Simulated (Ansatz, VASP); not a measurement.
**Ru: VASP beside Ansatz**

```
Ru
1.0
     2.67753    0.00000    0.00000
    -1.33877    2.31881    0.00000
     0.00000    0.00000    4.21813
Ru
2
Direct
  0.33333 0.66667 0.25000
  0.66667 0.33333 0.75000
```

Alike in both runs: task single point; functional LDA; k mesh 13 × 13 × 8; occupations gaussian, width 0.3 eV; no spin polarisation.

|  | VASP | Ansatz |
| --- | --- | --- |
| version | VASP 6.6.1 | Ansatz 0.2.0 |
| potentials or method | VASP PAW LDA potentials, release 64 (Ru_pv), cutoff 520 eV | plane waves (420 eV) with PAW, scalar-relativistic |
| valence electrons in the cell | 28 | 32 |

Ansatz gave:

```
pressure (GPa)                                                : 0.1
traceless stress, the component that is largest in VASP (GPa) : 0.16
```

Which values does VASP return?

Pressure (GPa): 1.1; traceless stress, the component that is largest in VASP (GPa): 0.22.

Ansatz warns that its potentials were made for another functional, while VASP's fit it. LDA's correlation is that of Perdew and Zunger in VASP and of Perdew and Wang (1992) in Ansatz. VASP's potentials hold 28 valence electrons a cell and Ansatz's 32, so a difference there can come from the potentials and not from the codes.
